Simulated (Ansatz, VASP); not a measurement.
As3Se in VASP and in Ansatz

```
As Se
1.0
     5.01272    0.00000    0.00000
    -2.50636    4.34114    0.00000
     0.00000    0.00000    7.76177
As Se
6 2
Direct
  0.00000 0.00000 0.25000
  0.00000 0.00000 0.75000
  0.33333 0.66667 0.58436
  0.66667 0.33333 0.08436
  0.33333 0.66667 0.91564
  0.66667 0.33333 0.41564
  0.33333 0.66667 0.25000
  0.66667 0.33333 0.75000
```

Change from the starting cell: species swapped into the K3As type (P6_3/mmc, No. 194).

Alike in both runs: functional PBE; k mesh 4 × 4 × 2; occupations gaussian, width 0.2 eV; no spin polarisation.

Ansatz relaxed the structure, and its values are those at the end. VASP's run is a single point on that final structure, the one shown.

|  | VASP | Ansatz |
| --- | --- | --- |
| version | VASP 6.6.1 | Ansatz 0.2.0 |
| potentials or method | VASP PAW PBE potentials, release 64 (As, Se), cutoff 520 eV | scalar-relativistic, plane waves, PAW |
| valence electrons in the cell | 42 | 122 |

VASP gave:

- gap on the k mesh at the Fermi level (eV): none
- pressure (GPa): -0.1
- rms of the force components (eV/Å): 0.015

Q: Estimate Ansatz's values.

A: gap on the k mesh at the Fermi level (eV): none; pressure (GPa): -0.2; rms of the force components (eV/Å): 0.018.

A gap of «none» marks a metal or a gap that the smearing closes. The functional is the same, so the differences come from potentials, cutoffs and numerics. VASP's potentials hold 42 valence electrons a cell and Ansatz's 122, so a difference there can come from the potentials and not from the codes.

The k mesh is coarse, so the values compare programs but aren't converged.
